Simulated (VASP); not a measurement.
# AlAs (F-43m) in VASP: a series of runs, part 2 of 2

VASP 6.6.1.

## Step 3: Single point, PBE

This run uses another cell than the first one, of 23.50 Å³/atom, 1.064 times its volume.

INCAR reads:

```
PREC = Accurate ; ENCUT = 500
EDIFF = 1E-6 ; ISMEAR = 0
SIGMA = 0.01 ; LREAL = F
LASPH = T ; NELM = 120
ALGO = Normal ; ISIF = 2
LWAVE = F ; LCHARG = T
GGA = PE ; LELF = T
LVHAR = T ; NBANDS = 11
GGA_COMPAT = F
```

KPOINTS reads:

```
Automatic mesh
0
Gamma
  6 6 6
```

POSCAR reads:

```
AlAs
1.0
    0.0000000000      2.8641573812      2.8641573812
    2.8641573812      0.0000000000      2.8641573812
    2.8641573812      2.8641573812      0.0000000000
Al As
1 1
Direct
    0.0000000000      0.0000000000      0.0000000000
    0.2500000000      0.2500000000      0.2500000000
```

Potentials or basis: VASP PAW PBE potentials, release 64 (Al, As).

Run with:

```console
cat potpaw_PBE.64/Al/POTCAR potpaw_PBE.64/As/POTCAR > POTCAR
mpirun -np 1 vasp_std > vasp.out
```

OUTCAR:

```text
PREC = Accurate
   ENCUT = 500
   EDIFF = 1E-6
   ISMEAR = 0
   LREAL = F
   LASPH = T
   NELM = 120
   ISIF = 2
   GGA = PE

 ion  position               nearest neighbor table
   1  0.000  0.000  0.000-   2 2.48   2 2.48   2 2.48   2 2.48
   2  0.250  0.250  0.250-   1 2.48   1 2.48   1 2.48   1 2.48

  LATTYP: Found a face centered cubic cell.
 ALAT       =     5.7283147624

  Lattice vectors:

 A1 = (   0.0000000000,   2.8641573812,   2.8641573812)
 A2 = (   2.8641573812,   0.0000000000,   2.8641573812)
 A3 = (   2.8641573812,   2.8641573812,   0.0000000000)

Analysis of symmetry for initial positions (statically):
=====================================================================
 Subroutine PRICEL returns:
 Original cell was already a primitive cell.

 Routine SETGRP: Setting up the symmetry group for a
 face centered cubic supercell.

 Subroutine GETGRP returns: Found 24 space group operations
 (whereof 24 operations were pure point group operations)
 out of a pool of 48 trial point group operations.

The static configuration has the point symmetry T_d .

Analysis of symmetry for dynamics (positions and initial velocities):
=====================================================================
 Subroutine PRICEL returns:
 Original cell was already a primitive cell.

 Routine SETGRP: Setting up the symmetry group for a
 face centered cubic supercell.

 Subroutine GETGRP returns: Found 24 space group operations
 (whereof 24 operations were pure point group operations)
 out of a pool of 48 trial point group operations.

The dynamic configuration has the point symmetry T_d .

 Subroutine INISYM returns: Found 24 space group operations
 (whereof 24 operations are pure point group operations),
 and found     1 'primitive' translations

----------------------------------------------------------------------------------------

                                     Primitive cell

  volume of cell :      46.9916

  direct lattice vectors                    reciprocal lattice vectors
     0.000000000  2.864157381  2.864157381    -0.174571413  0.174571413  0.174571413
     2.864157381  0.000000000  2.864157381     0.174571413 -0.174571413  0.174571413
     2.864157381  2.864157381  0.000000000     0.174571413  0.174571413 -0.174571413

  length of vectors
     4.050530213  4.050530213  4.050530213     0.302366556  0.302366556  0.302366556

  position of ions in fractional coordinates (direct lattice)
     0.000000000  0.000000000  0.000000000
     0.250000000  0.250000000  0.250000000

  ion indices of the primitive-cell ions
   primitive index   ion index
                 1           1
                 2           2

----------------------------------------------------------------------------------------

 KPOINTS: Automatic mesh

Automatic generation of k-mesh.
 Grid dimensions read from file:
 generate k-points for:    6    6    6

 Generating k-lattice:

  Cartesian coordinates                     Fractional coordinates (reciprocal lattice)
    -0.029095235  0.029095235  0.029095235     0.166666667  0.000000000  0.000000000
     0.029095235 -0.029095235  0.029095235     0.000000000  0.166666667  0.000000000
     0.029095235  0.029095235 -0.029095235     0.000000000  0.000000000  0.166666667

  Length of vectors
     0.050394426  0.050394426  0.050394426

  Shift w.r.t. Gamma in fractional coordinates (k-lattice)
     0.000000000  0.000000000  0.000000000

 Subroutine IBZKPT returns following result:
 ===========================================

 Found     16 irreducible k-points:

 Following reciprocal coordinates:
            Coordinates               Weight
  0.000000  0.000000  0.000000      1.000000
  0.166667  0.000000  0.000000      8.000000
  0.333333  0.000000  0.000000      8.000000
  0.500000  0.000000  0.000000      4.000000
  0.166667  0.166667  0.000000      6.000000
  0.333333  0.166667  0.000000     24.000000
[... 8 lines left out ...]
 -0.333333  0.333333  0.166667     24.000000
 -0.333333  0.500000  0.166667     12.000000
   k-points           NKPTS =     16   k-points in BZ     NKDIM =     16   number of bands    NBANDS=     11
   number of dos      NEDOS =    301   number of ions     NIONS =      2
   total plane-waves  NPLWV =  27000
   dimension x,y,z NGX =    30 NGY =   30 NGZ =   30
   dimension x,y,z NGXF=    60 NGYF=   60 NGZF=   60
   ions per type =               1   1
   NGX,Y,Z   is equivalent  to a cutoff of  12.31, 12.31, 12.31 a.u.
   NGXF,Y,Z  is equivalent  to a cutoff of  24.63, 24.63, 24.63 a.u.
 SYSTEM =  unknown system
   PREC   = accura    normal or accurate (medium, high low for compatibility)
   ISTART =      0    job   : 0-new  1-cont  2-samecut
   ICHARG =      2    charge: 1-file 2-atom 10-const
   ISPIN  =      1    spin polarized calculation?
   LNONCOLLINEAR =      F non collinear calculations
   LSORBIT =      F    spin-orbit coupling
   LASPH  =      T    aspherical Exc in radial PAW
   ENCUT  =  500.0 eV  36.75 Ry    6.06 a.u.   7.39  7.39  7.39*2*pi/ulx,y,z
   NELM   =    120;   NELMIN=  2; NELMDL= -5     # of ELM steps
   EDIFF  = 0.1E-05   stopping-criterion for ELM
   LREAL  =      F    real-space projection
   EDIFFG = 0.1E-04   stopping-criterion for IOM
   NSW    =      0    number of steps for IOM
   IBRION =     -1    ionic relax: 0-MD 1-quasi-New 2-CG
   NFREE  =      0    steps in history (QN), initial steepest desc. (CG)
   ISIF   =      2    stress and relaxation
   ISYM   =      2    0-nonsym 1-usesym 2-fastsym
   POTIM  = 0.5000    time-step for ionic-motion
   TEBEG  =    0.0;   TEEND  =   0.0 temperature during run
   PSTRESS=    0.0 pullay stress
   NELECT =       8.0000    total number of electrons
   NUPDOWN=      -1.0000    fix difference up-down
   EMIN   =  10.00;   EMAX   =-10.00  energy-range for DOS
   EFERMI =   0.00;   METHOD = LEGACY
   ISMEAR =     0;   SIGMA  =   0.01  broadening in eV -4-tet -1-fermi 0-gaus
   EFERMI_NEDOS =   21; number of points for ismear=-14 and -15
   IALGO  =     38    algorithm
   IMIX   =      4    mixing-type and parameters
     AMIX     =   0.40;   BMIX     =  1.00
     AMIX_MAG =   1.60;   BMIX_MAG =  1.00
  volume/ion in A,a.u.               =      23.50       158.56
  Fermi-wavevector in a.u.,A,eV,Ry     =   0.907329  1.714602 11.200932  0.823245
  Thomas-Fermi vector in A             =   2.031123
   LORBIT       =      0    0 simple, 1 ext, 2 COOP (PROOUT), +10 PAW based schemes
   GGA     = PE    functional components
   LHFCALC =     F    Hartree Fock is set to
   AEXX    =    0.0000 exact exchange contribution
   IVDW    =     0    specifies the selected vdW correction
   LEPSILON=     F    determine dielectric tensor
   LRPA    =     F    only Hartree local field effects (RPA)
 non-spin polarized calculation
 Gauss-broadening in eV      SIGMA  =   0.01
  energy-cutoff  :      500.00
  volume of cell :       46.99
 maximum number of plane-waves:      1243
 NGX is ok and might be reduce to    30
   NGX = 15   NGY = 15   NGZ = 15

 number of electron       7.9999999 magnetization

 Free energy of the ion-electron system (eV)
  ---------------------------------------------------
  ext. energy  EPLUGINS =         0.00000000
  ---------------------------------------------------
  free energy    TOTEN  =        -9.37766096 eV

  energy without entropy =       -9.37766096  energy(sigma->0) =       -9.37766096

 E-fermi :   3.6984     XC(G=0):  -8.9011

 val. band max:        3.5972817456   @ k =   0.0000   0.0000   0.0000
 cond. band min:       5.0887910519   @ k =   0.5000   0.5000   0.0000
 fundamental gap:      1.4915093063
 Fermi energy:         3.6983755763

 k-point     1 :       0.0000    0.0000    0.0000
  band No.  band energies     occupation
      1      -8.0722      2.00000
      2       3.5973      2.00000
      3       3.5973      2.00000
      4       3.5973      2.00000
      5       5.3771      0.00000
      6       7.8201      0.00000
      7       7.8201      0.00000
      8       7.8201      0.00000
      9      12.2765      0.00000
     10      12.5357      0.00000
     11      12.5357      0.00000
[... 197 lines left out ...]
 k-point    16 :      -0.3333    0.5000    0.1667
  band No.  band energies     occupation
      1      -6.1923      2.00000
      2      -1.4962      2.00000
      3       0.7785      2.00000
      4       1.0160      2.00000
      5       6.7668      0.00000
      6       7.6396      0.00000
      7      10.5693      0.00000
      8      11.2535      0.00000
      9      13.9419      0.00000
     10      15.6238      0.00000
     11      15.9185      0.00000

------------------------ aborting loop because EDIFF is reached ----------------------------------------

  FORCE on cell =-STRESS in cart. coord.  units (eV):
  Direction    XX          YY          ZZ          XY          YZ          ZX
  --------------------------------------------------------------------------------------
  -------------------------------------------------------------------------------------
  Total        0.0500852      0.0500852      0.0500852     -0.0000000     -0.0000000     -0.0000000
  in kB        1.7076523      1.7076523      1.7076523     -0.0000000     -0.0000000     -0.0000000
  external PRESSURE =       1.7076523 kB  Pullay stress =       0.0000000 kB

 VOLUME and BASIS-vectors are now :
 -----------------------------------------------------------------------------
  energy-cutoff  :      500.00
  volume of cell :       46.99
      direct lattice vectors                 reciprocal lattice vectors
     0.000000000  2.864157381  2.864157381    -0.174571413  0.174571413  0.174571413
     2.864157381  0.000000000  2.864157381     0.174571413 -0.174571413  0.174571413
     2.864157381  2.864157381  0.000000000     0.174571413  0.174571413 -0.174571413

 POSITION                                       TOTAL-FORCE (eV/Angst)
 -----------------------------------------------------------------------------------
      0.00000      0.00000      0.00000         0.000000     -0.000000     -0.000000
      1.43208      1.43208      1.43208        -0.000000      0.000000      0.000000
 -----------------------------------------------------------------------------------
    total drift:                               -0.000000     -0.000000      0.000000

  FREE ENERGIE OF THE ION-ELECTRON SYSTEM (eV)
  ---------------------------------------------------
  free  energy   TOTEN  =        -9.3776609643 eV

  energy  without entropy=       -9.3776609643  energy(sigma->0) =       -9.37766096
```

Run time: 9.6 s. Hardware: 1 thread of Intel Xeon Platinum 8488C (Sapphire Rapids), shared host; peak memory 0.16 GiB.

What came out:

```
Free energy            : -9.3777 eV
Pressure               : 0.2 GPa
Band gap on the k mesh : 1.49 eV, indirect (least direct gap 1.78 eV)
```

Levels at points of the mesh, in eV from the valence-band top:
```
           k point  band 1  band 2  band 3  band 4  band 5  band 6  band 7  band 8  band 9
(0.00, 0.00, 0.00)  -11.67    0.00    0.00    0.00    1.78    4.22    4.22    4.22    8.68
(0.50, 0.00, 0.00)  -10.33   -5.42   -0.80   -0.80    2.01    4.65    4.65    7.68   10.91
(0.50, 0.50, 0.00)   -9.81   -5.31   -2.10   -2.10    1.49    2.29   10.06   10.06   11.39
```

A k mesh can miss the band edges. PBE gaps usually lie below the measured ones, often by a third to a half.

## Step 4: Single point, PBE (volume changed by -3%)

INCAR reads:

```
SYSTEM = AlAs
  PREC = Accurate
  ENCUT = 500
  EDIFF = 1E-6
  ISMEAR = 0
  SIGMA = 0.01
  LREAL = .FALSE.
  LASPH = .TRUE.
  NELM = 120
  ALGO = Normal
  ISIF = 2
  LWAVE = .FALSE.
  LCHARG = .FALSE.
  GGA = PE
  NBANDS = 11
  GGA_COMPAT = .FALSE.
```

KPOINTS reads:

```
Automatic mesh
0
G
  6 6 6
  0 0 0
```

POSCAR reads:

```
AlAs
1.0
    0.0000000000      2.8352245204      2.8352245204
    2.8352245204      0.0000000000      2.8352245204
    2.8352245204      2.8352245204      0.0000000000
Al As
1 1
Direct
    0.0000000000      0.0000000000      0.0000000000
    0.2500000000      0.2500000000      0.2500000000
```

Run with:

```console
cat potpaw_PBE.64/Al/POTCAR potpaw_PBE.64/As/POTCAR > POTCAR
mpirun -np 1 vasp_std > vasp.out
```

Run time: 8.3 s. Hardware: 1 thread of Intel Xeon Platinum 8488C (Sapphire Rapids), shared host; peak memory 0.16 GiB.

The run converged. Its results:

```yaml
Free_energy: -9.3666 eV
Pressure: 2.4 GPa
Band_gap_on_the_k_mesh: 1.44 eV, indirect (least direct gap 2.02 eV)
```

Levels at points of the mesh, in eV from the valence-band top:
| k point | band 1 | band 2 | band 3 | band 4 | band 5 | band 6 | band 7 | band 8 |
| --- | --- | --- | --- | --- | --- | --- | --- | --- |
| (0.00, 0.00, 0.00) | -11.84 | 0.00 | 0.00 | 0.00 | 2.02 | 4.27 | 4.27 | 4.27 |
| (0.50, 0.00, 0.00) | -10.43 | -5.55 | -0.82 | -0.82 | 2.12 | 4.67 | 4.67 | 7.74 |
| (0.50, 0.50, 0.00) | -9.88 | -5.42 | -2.16 | -2.16 | 1.44 | 2.29 | 10.29 | 10.29 |

Caveat: the cell differs from its parent crystal (volume changed by -3%). A k mesh can miss the band edges.

## Step 5: Single point, PBE (volume changed by +3%)

INCAR reads:

```
SYSTEM = AlAs
PREC = Accurate ; ENCUT = 500
EDIFF = 1E-6 ; ISMEAR = 0
SIGMA = 0.01 ; LREAL = .False.
LASPH = .True. ; NELM = 120
ALGO = Normal ; ISIF = 2
LWAVE = .False. ; LCHARG = .True.
GGA = PE ; LELF = .True.
LVHAR = .True. ; NBANDS = 11
GGA_COMPAT = .False.
```

KPOINTS reads:

```
regular mesh
0
Gamma
  6 6 6
  0 0 0
```

POSCAR reads:

```
AlAs
1.0
    0.0000000000      2.8925172194      2.8925172194
    2.8925172194      0.0000000000      2.8925172194
    2.8925172194      2.8925172194      0.0000000000
Al As
1 1
Direct
    0.0000000000      0.0000000000      0.0000000000
    0.2500000000      0.2500000000      0.2500000000
```

Run with:

```console
cat potpaw_PBE.64/Al/POTCAR potpaw_PBE.64/As/POTCAR > POTCAR
mpirun -np 1 vasp_std > vasp.out
```

It took 10 s on 1 thread of Intel Xeon Platinum 8488C (Sapphire Rapids), shared host; peak memory 0.16 GiB.

It converged, with:

| Quantity | Value |
| --- | --- |
| Free energy | -9.3706 eV |
| Pressure | -1.7 GPa |
| Band gap on the k mesh | 1.54 eV, indirect (least direct gap 1.55 eV) |

Levels at points of the mesh, in eV from the valence-band top:
```
           k point  band 1  band 2  band 3  band 4  band 5  band 6  band 7  band 8
(0.00, 0.00, 0.00)  -11.51    0.00    0.00    0.00    1.55    4.17    4.17    4.17
(0.50, 0.00, 0.00)  -10.24   -5.30   -0.78   -0.78    1.90    4.63    4.63    7.62
(0.50, 0.50, 0.00)   -9.75   -5.22   -2.03   -2.03    1.54    2.28    9.83    9.83
```

Caveat: the cell differs from its parent crystal (volume changed by +3%).

## Step 6: Single point, PBE (volume changed by +6%)

INCAR reads:

```
PREC     = Accurate       # precision mode
ENCUT    = 500            # plane-wave cutoff, eV
EDIFF    = 1E-6           # SCF threshold, eV
ISMEAR   = 0              # smearing method
SIGMA    = 0.01           # smearing width, eV
LREAL    = F              # projectors in reciprocal space
LASPH    = T              # aspherical terms in the spheres
NELM     = 120            # most SCF steps
ALGO     = Normal         # electronic algorithm
ISIF     = 2              # what is computed and relaxed
LWAVE    = F              # write WAVECAR
LCHARG   = F              # write CHGCAR
GGA      = PE             # functional
NBANDS   = 11             # bands
GGA_COMPAT= F
```

KPOINTS reads:

```
Automatic mesh
0
Gamma
  6 6 6
```

POSCAR reads:

```
AlAs
1.0
    0.0000000000      2.9203315913      2.9203315913
    2.9203315913      0.0000000000      2.9203315913
    2.9203315913      2.9203315913      0.0000000000
Al As
1 1
Direct
    0.0000000000      0.0000000000      0.0000000000
    0.2500000000      0.2500000000      0.2500000000
```

Potentials or basis: VASP PAW PBE potentials, release 64 (Al, As).

Run with:

```console
cat potpaw_PBE.64/Al/POTCAR potpaw_PBE.64/As/POTCAR > POTCAR
mpirun -np 1 vasp_std > vasp.out
```

Run time: 9.5 s. Hardware: 1 thread of Intel Xeon Platinum 8488C (Sapphire Rapids), shared host; peak memory 0.16 GiB.

It converged, with:

* Free energy: -9.3482 eV
* Pressure: -3.3 GPa
* Band gap on the k mesh: 1.34 eV, direct

Levels at points of the mesh, in eV from the valence-band top:
```csv
k point,band 2,band 3,band 4,band 5,band 6,band 7
"(0.00, 0.00, 0.00)",0.00,0.00,0.00,1.34,4.12,4.12
"(0.50, 0.00, 0.00)",-5.18,-0.76,-0.76,1.80,4.60,4.60
"(0.50, 0.50, 0.00)",-5.12,-1.97,-1.97,1.58,2.27,9.61
```

Caveat: the cell differs from its parent crystal (volume changed by +6%).

## Step 7: The runs side by side

| cell | gap on the mesh (eV) | pressure (GPa) |
| --- | --- | --- |
| a = 3.968 Å, angles 60.0°, 2 atoms | 1.38 | 5.0 |
| a = 4.051 Å, angles 60.0°, 2 atoms | 1.49 | 0.2 |
| a = 4.010 Å, angles 60.0°, 2 atoms | 1.44 | 2.4 |
| a = 4.091 Å, angles 60.0°, 2 atoms | 1.54 | -1.7 |
| a = 4.130 Å, angles 60.0°, 2 atoms | 1.34 | -3.3 |

Alike in all rows: task single point; level PBE; potentials or basis VASP PAW PBE potentials, release 64 (Al, As); no spin polarisation; k mesh 6 × 6 × 6; cutoff (eV) 500; smearing gaussian 0.01 eV.

Total energies depend on the potentials used, so only differences within one code and one set of settings carry meaning.
